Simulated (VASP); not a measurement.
# SiO2 (P4_12_12) in VASP: a series of runs, part 2 of 2

VASP 6.6.1. The steps go on from the part before.

## 3. Electric field gradients, r2SCAN

Contents of POSCAR:

```
SiO2
1.0
    4.9790000000      0.0000000000      0.0000000000
    0.0000000000      4.9790000000      0.0000000000
    0.0000000000      0.0000000000      6.9500000000
Si O
4 8
Direct
    0.3044023937      0.3044023937      0.0000000000
    0.1955976063      0.8044023937      0.2500000000
    0.6955976063      0.6955976063      0.5000000000
    0.8044023937      0.1955976063      0.7500000000
    0.2371047374      0.1148382698      0.1842518061
    0.3851617302      0.7371047374      0.4342518061
    0.7628952626      0.8851617302      0.6842518061
    0.6148382698      0.2628952626      0.9342518061
    0.7371047374      0.3851617302      0.5657481939
    0.8851617302      0.7628952626      0.3157481939
    0.2628952626      0.6148382698      0.0657481939
    0.1148382698      0.2371047374      0.8157481939
```

Contents of INCAR.step1:

```
SYSTEM = SiO2
PREC     = Accurate       ! precision mode
ENCUT    = 520            ! plane-wave cutoff, eV
ISMEAR   = -1             ! smearing method
SIGMA    = 0.02           ! smearing width, eV
LREAL    = .False.        ! projectors in reciprocal space
LASPH    = .True.         ! aspherical terms in the spheres
NELM     = 100            ! most SCF steps
NBANDS   = 44             ! bands
GGA      = PE             ! functional
ALGO     = Normal         ! electronic algorithm
EDIFF    = 1E-4           ! SCF threshold, eV
LWAVE    = .True.         ! write WAVECAR
LCHARG   = .False.        ! write CHGCAR
```

Contents of INCAR.step2:

```
SYSTEM = SiO2
PREC     = Accurate       ! precision mode
ENCUT    = 520            ! plane-wave cutoff, eV
EDIFF    = 1E-8           ! SCF threshold, eV
ISMEAR   = -1             ! smearing method
SIGMA    = 0.02           ! smearing width, eV
LREAL    = .False.        ! projectors in reciprocal space
LASPH    = .True.         ! aspherical terms in the spheres
NELM     = 100            ! most SCF steps
ALGO     = Normal         ! electronic algorithm
ISIF     = 2              ! what is computed and relaxed
LWAVE    = .False.        ! write WAVECAR
LCHARG   = .False.        ! write CHGCAR
METAGGA  = R2SCAN         ! meta-GGA
LMIXTAU  = .True.       
LEFG     = .True.       
NBANDS   = 44             ! bands
ISTART   = 1
```

Contents of KPOINTS:

```
regular mesh
0
Gamma
  5 5 4
  0 0 0
```

Potentials or basis: VASP PAW PBE potentials, release 64 (Si, O).

Run with:

```
$ cat potpaw_PBE.64/Si/POTCAR potpaw_PBE.64/O/POTCAR > POTCAR
$ cp INCAR.step1 INCAR
$ mpirun -np 1 vasp_std > vasp.out
$ cp INCAR.step2 INCAR
$ mpirun -np 1 vasp_std > vasp.out
```

OUTCAR:

```text
SYSTEM = SiO2
   PREC = Accurate
   ENCUT = 520
   EDIFF = 1E-8
   ISMEAR = -1
   LREAL = .False.
   LASPH = .True.
   NELM = 100
   ISIF = 2
   METAGGA = R2SCAN
   ISTART = 1

 ion  position               nearest neighbor table
   1  0.304  0.304  0.000-   8 1.62  11 1.62   5 1.63  12 1.63   2 3.08   4 3.08   2 3.08   4 3.08

   2  0.196  0.804  0.250-   5 1.62  10 1.62   6 1.63  11 1.63   1 3.08   3 3.08   1 3.08   3 3.08

   3  0.696  0.696  0.500-   6 1.62   9 1.62   7 1.63  10 1.63   2 3.08   4 3.08   4 3.08   2 3.08

   4  0.804  0.196  0.750-   7 1.62  12 1.62   9 1.63   8 1.63   1 3.08   3 3.08   3 3.08   1 3.08

   5  0.237  0.115  0.184-   2 1.62   1 1.63
   6  0.385  0.737  0.434-   3 1.62   2 1.63
   7  0.763  0.885  0.684-   4 1.62   3 1.63
   8  0.615  0.263  0.934-   1 1.62   4 1.63
   9  0.737  0.385  0.566-   3 1.62   4 1.63
  10  0.885  0.763  0.316-   2 1.62   3 1.63
  11  0.263  0.615  0.066-   1 1.62   2 1.63
  12  0.115  0.237  0.816-   4 1.62   1 1.63

  LATTYP: Found a simple tetragonal cell.
 ALAT       =     4.9790000000
 C/A-ratio  =     1.3958626230

  Lattice vectors:

 A1 = (   4.9790000000,   0.0000000000,   0.0000000000)
 A2 = (   0.0000000000,   4.9790000000,   0.0000000000)
 A3 = (   0.0000000000,   0.0000000000,   6.9500000000)

[... 1090 lines left out ...]
   3       0.257     0.257    -0.513     0.368    -2.643     2.643
   4       0.257     0.257    -0.513    -0.368    -2.643    -2.643
   5     -48.763    44.038     4.725    19.282   -14.751   -57.065
   6      44.038   -48.763     4.725   -19.282    57.065   -14.751
   7     -48.763    44.038     4.725    19.282    14.751    57.065
   8      44.038   -48.763     4.725   -19.282   -57.065    14.751
   9     -48.763    44.038     4.725   -19.282    14.751   -57.065
  10      44.038   -48.763     4.725    19.282   -57.065   -14.751
  11     -48.763    44.038     4.725   -19.282   -14.751    57.065
  12      44.038   -48.763     4.725    19.282    57.065    14.751
---------------------------------------------------------------------

 Electric field gradients after diagonalization (V/A^2)
 (convention: |V_zz| > |V_xx| > |V_yy|)
----------------------------------------------------------------------
 ion       V_xx      V_yy      V_zz     asymmetry (V_yy - V_xx)/ V_zz
----------------------------------------------------------------------
   1       3.432     0.624    -4.056       0.692
   2       3.432     0.624    -4.056       0.692
   3       3.432     0.624    -4.056       0.692
   4       3.432     0.624    -4.056       0.692
   5     -53.074   -35.936    89.010       0.193
   6     -53.074   -35.936    89.010       0.193
   7     -53.074   -35.936    89.010       0.193
   8     -53.074   -35.936    89.010       0.193
   9     -53.074   -35.936    89.010       0.193
  10     -53.074   -35.936    89.010       0.193
  11     -53.074   -35.936    89.010       0.193
  12     -53.074   -35.936    89.010       0.193
----------------------------------------------------------------------

           NMR quadrupolar parameters

 Cq : quadrupolar parameter    Cq=e*Q*V_zz/h
 eta: asymmetry parameters     (V_yy - V_xx)/ V_zz
 Q  : nuclear electric quadrupole moment in mb (millibarn)
----------------------------------------------------------------------
 ion       Cq(MHz)       eta       Q (mb)
----------------------------------------------------------------------
   1      -0.010       0.692       1.000
   2      -0.010       0.692       1.000
   3      -0.010       0.692       1.000
   4      -0.010       0.692       1.000
   5       0.215       0.193       1.000
   6       0.215       0.193       1.000
   7       0.215       0.193       1.000
   8       0.215       0.193       1.000
   9       0.215       0.193       1.000
  10       0.215       0.193       1.000
  11       0.215       0.193       1.000
  12       0.215       0.193       1.000
----------------------------------------------------------------------
```

OUTCAR.step1:

```text
SYSTEM = SiO2
   PREC = Accurate
   ENCUT = 520
   ISMEAR = -1
   LREAL = .False.
   LASPH = .True.
   NELM = 100
[... 1103 lines left out ...]
      4.40722      3.79846      2.19445        -0.002602     -0.001937      0.006468
      1.30896      3.06128      0.45695        -0.001937      0.002602      0.006468
      0.57178      1.18054      5.66945         0.002602      0.001937      0.006468
 -----------------------------------------------------------------------------------
    total drift:                               -0.000000      0.000000      0.000000

  FREE ENERGIE OF THE ION-ELECTRON SYSTEM (eV)
  ---------------------------------------------------
  free  energy   TOTEN  =       -94.8971428499 eV

  energy  without entropy=      -94.8971428499  energy(sigma->0) =      -94.89714285
```

OSZICAR.step1:

```text
N       E                     dE             d eps       ncg     rms          rms(c)
DAV:   1     0.406048886024E+03    0.40605E+03   -0.32755E+04  1584   0.132E+03
DAV:   2    -0.764803689027E+02   -0.48253E+03   -0.46710E+03  1996   0.312E+02
DAV:   3    -0.107131282407E+03   -0.30651E+02   -0.30504E+02  1944   0.838E+01
DAV:   4    -0.107531476828E+03   -0.40019E+00   -0.39946E+00  1984   0.106E+01
DAV:   5    -0.107538654450E+03   -0.71776E-02   -0.71738E-02  1944   0.138E+00    0.288E+01
DAV:   6    -0.948457652119E+02    0.12693E+02   -0.49161E+01  1872   0.322E+01    0.136E+01
DAV:   7    -0.948839463080E+02   -0.38181E-01   -0.14177E+00  1900   0.502E+00    0.499E+00
DAV:   8    -0.948808153682E+02    0.31309E-02   -0.66429E-02  1920   0.163E+00    0.197E+00
DAV:   9    -0.948948877831E+02   -0.14072E-01   -0.38123E-02  1780   0.119E+00    0.364E-01
DAV:  10    -0.948971929638E+02   -0.23052E-02   -0.46083E-03  1852   0.319E-01    0.122E-01
DAV:  11    -0.948971319166E+02    0.61047E-04   -0.11896E-03  1880   0.178E-01    0.153E-02
DAV:  12    -0.948971428499E+02   -0.10933E-04   -0.29094E-05  1192   0.283E-02
   1 F= -.94897143E+02 E0= -.94897143E+02  d E =-.302126E-12
```

It took 6.3 min on 1 thread of Intel Xeon Platinum 8488C (Sapphire Rapids), shared host; peak memory 0.36 GiB.

What came out:

```
Free energy                             : -119.1221 eV
Pressure                                : -3.4 GPa
Largest force                           : 0.291 eV/Å
Band gap on the k mesh                  : 6.25 eV
Largest electric field gradient by atom : Si -4.1; O +89.0 V/Å²
```

Forces on the atoms (eV/Å):
```
Si   0.043  0.043  0.000
Si  -0.043  0.043  0.000
Si  -0.043 -0.043  0.000
Si   0.043 -0.043  0.000
O    0.038 -0.148 -0.247
O    0.148  0.038 -0.247
O   -0.038  0.148 -0.247
O   -0.148 -0.038 -0.247
O    0.038  0.148  0.247
O    0.148 -0.038  0.247
O   -0.038 -0.148  0.247
O   -0.148  0.038  0.247
```

Levels at points of the mesh, in eV from the valence-band top:
| k point | band 28 | band 29 | band 30 | band 31 | band 32 | band 33 | band 34 | band 35 | band 36 | band 37 |
| --- | --- | --- | --- | --- | --- | --- | --- | --- | --- | --- |
| (0.00, 0.00, 0.00) | -1.27 | -0.68 | -0.34 | -0.34 | 0.00 | 6.25 | 9.58 | 9.58 | 9.99 | 9.99 |
| (0.00, 0.00, 0.50) | -0.88 | -0.55 | -0.55 | -0.38 | -0.38 | 7.55 | 7.55 | 10.18 | 10.18 | 10.51 |

Electric field gradients, principal values (V/Å²):
| atom | least | middle | greatest (by size) |
| --- | --- | --- | --- |
| 1 Si | 0.624 | 3.432 | -4.056 |
| 2 Si | 0.624 | 3.432 | -4.056 |
| 3 Si | 0.624 | 3.432 | -4.056 |
| 4 Si | 0.624 | 3.432 | -4.056 |
| 5 O | -35.936 | -53.074 | 89.010 |
| 6 O | -35.936 | -53.074 | 89.010 |
| 7 O | -35.936 | -53.074 | 89.010 |
| 8 O | -35.936 | -53.074 | 89.010 |
| 9 O | -35.936 | -53.074 | 89.010 |
| 10 O | -35.936 | -53.074 | 89.010 |
| 11 O | -35.936 | -53.074 | 89.010 |
| 12 O | -35.936 | -53.074 | 89.010 |

Caveat: the cell stands under tension; without QUAD_EFG the Cq values of the log hold for a quadrupole moment of 1 mb, not for the nuclei; the PAW data sets were made with another functional, which shifts forces and pressure a little; an odd mesh through Γ misses points on the zone boundary, where band edges can lie.
